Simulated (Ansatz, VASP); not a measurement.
# TiGe6Mo2: VASP beside Ansatz

```
Ti Ge Mo
1.0
    -3.34618    0.00000    0.00000
    -1.67309   -4.19759    5.01984
    -1.67309    4.19759    5.01984
Ti Ge Mo
1 6 2
Cartesian
  -5.0193 -4.1976 5.0198
  -1.6731 1.3581 5.0198
  -5.0193 1.3555 8.3353
  -1.6731 1.3555 1.7044
  -1.6731 -1.3581 5.0198
  -5.0193 -1.3555 8.3353
  -1.6731 -1.3555 1.7044
  -3.3462 0.0000 3.3469
  -3.3462 0.0000 6.6928
```

Alike in both runs: task single point; functional PBE; k mesh 6 × 6 × 6; occupations gaussian, width 0.2 eV; no spin polarisation.

|  | VASP | Ansatz |
| --- | --- | --- |
| version | VASP 6.6.1 | Ansatz 0.2.0 |
| potentials or method | VASP PAW PBE potentials, release 64 (Ti_sv, Ge_d, Mo_sv), cutoff 520 eV | scalar-relativistic, plane waves, PAW |
| valence electrons in the cell | 124 | 124 |

```tsv
	VASP	Ansatz	Ansatz less VASP
gap on the k mesh at the Fermi level (eV)	none	none	-
pressure (GPa)	0.3	0.1	-0.23
traceless stress, the component that is largest in VASP (GPa)	-0.28	-0.27	+0.004
rms of the force components (eV/Å)	0.013	0.009	-0.0038
```

Atom by atom the forces differ by 0.004 eV/Å (rms over components). A gap of «none» marks a metal or a gap that the smearing closes. The functional is the same, so the differences come from potentials, cutoffs and numerics.
